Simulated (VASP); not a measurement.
Write the native input for VASP 6.6.1 that does the following.

| Quantity | Value |
| --- | --- |
| Task | single point |
| Functional | r2SCAN |
| Potentials or basis | VASP PAW PBE potentials, release 64 (Sr_sv, O) |
| Cutoff | 520 eV |
| k mesh | 8 × 8 × 8 |
| Occupations | gaussian, width 0.05 eV |
| Spin | no spin polarisation |
| Dipole correction | no |
| Further INCAR settings | ALGO = Normal; EDIFF = 1e-06; NBANDS = 15 |

Crystal: SrO.

```
Sr O
1.0
     0.00000    2.56980    2.56980
     2.56980    0.00000    2.56980
     2.56980    2.56980    0.00000
Sr O
1 1
Direct
  0.97568 0.97568 0.02432
  0.50000 0.50000 0.50000
```

This cell differs from its parent crystal: all Sr atoms moved +0.125 Å, as atom 1 towards its neighbour atom 2 (O) at 2.570 Å.

The input as run:

POSCAR

```
SrO
1.0
    0.0000000000      2.5698000000      2.5698000000
    2.5698000000      0.0000000000      2.5698000000
    2.5698000000      2.5698000000      0.0000000000
Sr O
1 1
Direct
   -0.0243209588     -0.0243209588      0.0243209588
    0.5000000000      0.5000000000      0.5000000000
```

INCAR.step1

```
SYSTEM = SrO
PREC = Accurate
ENCUT = 520
ISMEAR = 0
SIGMA = 0.05
LREAL = .FALSE.
LASPH = .TRUE.
NELM = 80
NBANDS = 15
GGA = PE
ALGO = Normal
EDIFF = 1E-4
LWAVE = .TRUE.
LCHARG = .FALSE.
```

INCAR.step2

```
SYSTEM = SrO
PREC = Accurate
ENCUT = 520
EDIFF = 1E-6
ISMEAR = 0
SIGMA = 0.05
LREAL = .FALSE.
LASPH = .TRUE.
NELM = 80
ALGO = Normal
ISIF = 2
LWAVE = .FALSE.
LCHARG = .FALSE.
METAGGA = R2SCAN
LMIXTAU = .TRUE.
NBANDS = 15
ISTART = 1
```

KPOINTS

```
Automatic mesh
0
G
  8 8 8
  0 0 0
```

Potentials or basis: VASP PAW PBE potentials, release 64 (Sr_sv, O).

Command:

```bash
$ cat potpaw_PBE.64/Sr_sv/POTCAR potpaw_PBE.64/O/POTCAR > POTCAR
$ cp INCAR.step1 INCAR
$ mpirun -np 1 vasp_std > vasp.out
$ cp INCAR.step2 INCAR
$ mpirun -np 1 vasp_std > vasp.out
```

It gave:

- Pressure: 2.1 GPa
- Largest force: 0.359 eV/Å
- Band gap on the k mesh: 3.78 eV (least direct gap 3.84 eV)

Caveat: the cell differs from its parent crystal (all Sr atoms moved +0.125 Å, as atom 1 towards its neighbour atom 2 (O) at 2.570 Å); the PAW data sets were made with another functional, which shifts forces and pressure a little.

Wall time 3.9 min on 1 thread of AMD EPYC 7R13, with other jobs on the host, peak memory 0.15 GiB.
